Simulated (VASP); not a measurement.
Crystal: BaTiO3.

```
Ba Ti O
1.0
     4.00600    0.00000    0.00000
     0.00000    4.00600    0.00000
     0.00000    0.00000    4.00600
Ba Ti O
1 1 3
Direct
  0.50000 0.50000 0.50000
  0.00000 0.00000 0.00000
  0.50000 0.00000 0.00000
  0.00000 0.50000 0.00000
  0.00000 0.00000 0.50000
```

Base run:

- Program: VASP 6.6.1
- Functional: PBEsol
- Potentials or basis: VASP PAW PBE potentials, release 64 (Ba_sv, Ti_sv, O)
- Cutoff: 520 eV
- k mesh: 6 × 6 × 6
- Occupations: gaussian, width 0.01 eV
- Spin: no spin polarisation

Its results: band gap on the k mesh 1.69 eV, indirect (least direct gap 1.84 eV); pressure -2.8 GPa.

Problem. The run is repeated on the same cell with these changes: k mesh from 6 × 6 × 6 to 2 × 2 × 2. What comes out?

Solution. Band gap on the k mesh 1.31 eV, indirect (least direct gap 1.46 eV); pressure -0.3 GPa.

Caveats: some runs use coarse meshes; the PAW data sets were made with another functional, which shifts forces and pressure a little; spin-orbit coupling is left out, which moves the levels of the heavy elements.

A k mesh can miss the band edges.
